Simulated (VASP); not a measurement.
Input of a VASP 6.6.1 run:

INCAR

```
SYSTEM = ZrB
ALGO     = Normal         ! electronic algorithm
EDIFF    = 1E-6           ! SCF threshold, eV
ENCUT    = 520            ! plane-wave cutoff, eV
GGA      = PE             ! functional
ISIF     = 2              ! what is computed and relaxed
ISMEAR   = 0              ! smearing method
LASPH    = .TRUE.         ! aspherical terms in the spheres
LCHARG   = .TRUE.         ! write CHGCAR
LELF     = .TRUE.         ! ELF
LREAL    = .FALSE.        ! projectors in reciprocal space
LVHAR    = .TRUE.       
LWAVE    = .FALSE.        ! write WAVECAR
NBANDS   = 14             ! bands
NELM     = 100            ! most SCF steps
PREC     = Accurate       ! precision mode
SIGMA    = 0.15           ! smearing width, eV
```

The input KPOINTS:

```
k-points
0
G
  20 20 20
  0 0 0
```

File POSCAR:

```
ZrB
1.0
   -0.1111566429      2.2707714195      2.2707714195
    2.2707714195     -0.1111566429      2.2707714195
    2.2707714195      2.2707714195     -0.1111566429
Zr B
1 1
Direct
    0.0000000000      0.0000000000      0.0000000000
    0.5000000000      0.5000000000      0.5000000000
```

Potentials or basis: VASP PAW PBE potentials, release 64 (Zr_sv, B).

Run with:

```sh
$ cat potpaw_PBE.64/Zr_sv/POTCAR potpaw_PBE.64/B/POTCAR > POTCAR
$ mpirun -np 1 vasp_std > vasp.out
```

Problem. Estimate the pressure.

Solution. 34.8 GPa.

Problem. What does it give for the band gap on the k mesh?

Solution. Zero (an odd number of electrons rules out a gap without spin polarisation).

Stress tensor (GPa, compression positive):
```
34.81  2.49  2.49
 2.49 34.81  2.49
 2.49  2.49 34.81
```

Caveat: the cell stands under pressure.
